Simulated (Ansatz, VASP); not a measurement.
Given: the input of a run of Ansatz 0.2.0 on N.

The input input.yaml:

```yaml
crystal:
  lattice:
    - [2.4854226714, 0.0, 0.0]
    - [-1.2427113357, 2.1524391725, 0.0]
    - [0.0, 0.0, 2.4129438665]
  atoms:
    - { symbol: "N", position: [0.3333333333, 0.6666666667, 0.75] }
    - { symbol: "N", position: [0.6666666667, 0.3333333333, 0.25] }
kpoints:
  mp_grid: { grid: [12, 12, 11] }
scf:
  occupations: { method: fermi_dirac, width: 0.05 }
hamiltonian:
  xc: pbe
  pseudopotentials: { kind: all_electron, lapw: { basis_error: 0.0005 } }
output:
  forces: true
  stress: true
  eigenvalues: true
```

Potentials or basis: all-electron LAPW, scalar-relativistic.

The run is started by

```bash
$ ansatz run input.yaml --threads 1 --pin off --max-ram 2560MiB --backend cpu --events-out ev --progress --plain --runs-dir out
```

Task: Set up the same calculation for VASP 6.6.1. Potentials there: VASP PAW PBE potentials, release 64 (N).

Result: As run (the cutoff follows the program's own potentials):

The input INCAR:

```
SYSTEM = N
PREC = Accurate
ENCUT = 520
EDIFF = 1E-7
ISMEAR = -1
SIGMA = 0.05
LREAL = .False.
LASPH = .True.
NELM = 80
ALGO = Normal
ISIF = 2
LWAVE = .False.
LCHARG = .True.
GGA = PE
LELF = .True.
LVHAR = .True.
NBANDS = 12
```

Contents of KPOINTS:

```
regular mesh
0
Gamma
  12 12 11
  0 0 0
```

The input POSCAR:

```
N
1.0
    2.4854226714      0.0000000000      0.0000000000
   -1.2427113357      2.1524391725      0.0000000000
    0.0000000000      0.0000000000      2.4129438665
N
2
Direct
    0.3333333333      0.6666666667      0.7500000000
    0.6666666667      0.3333333333      0.2500000000
```

Potentials or basis: VASP PAW PBE potentials, release 64 (N).

The run is started by

```console
$ cat potpaw_PBE.64/N/POTCAR > POTCAR
$ mpirun -np 1 vasp_std > vasp.out
```

Both were run:

|  | VASP | Ansatz | Ansatz less VASP |
| --- | --- | --- | --- |
| gap on the k mesh at the Fermi level (eV) | none | none | - |
| pressure (GPa) | 20.0 | 19.8 | -0.22 |
| traceless stress, the component that is largest in VASP (GPa) | -6.39 | -6.50 | -0.118 |

A gap of «none» marks a metal or a gap that the smearing closes. Ansatz ran all-electron here, and VASP with PAW potentials.
